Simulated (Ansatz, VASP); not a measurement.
# Ag in VASP and in Ansatz

```
Ag
1.0
     0.00000    2.14053    2.14053
     2.14053    0.00000    2.14053
     2.14053    2.14053    0.00000
Ag
1
Direct
  0.00000 0.00000 0.00000
```

Alike in both runs: task single point; functional PBE; k mesh 18 × 18 × 18; occupations gaussian, width 0.1 eV; no spin polarisation.

```csv
,VASP,Ansatz
version,VASP 6.6.1,Ansatz 0.2.0
potentials or method,"VASP PAW PBE potentials, release 64 (Ag), cutoff 520 eV","scalar-relativistic, plane waves, PAW"
valence electrons in the cell,11,19
```

|  | VASP | Ansatz | Ansatz less VASP |
| --- | --- | --- | --- |
| gap on the k mesh at the Fermi level (eV) | none | none | - |
| pressure (GPa) | -6.6 | -6.6 | +0.02 |

A gap of «none» marks a metal or a gap that the smearing closes. VASP's potentials hold 11 valence electrons a cell and Ansatz's 19, so a difference there can come from the potentials and not from the codes.
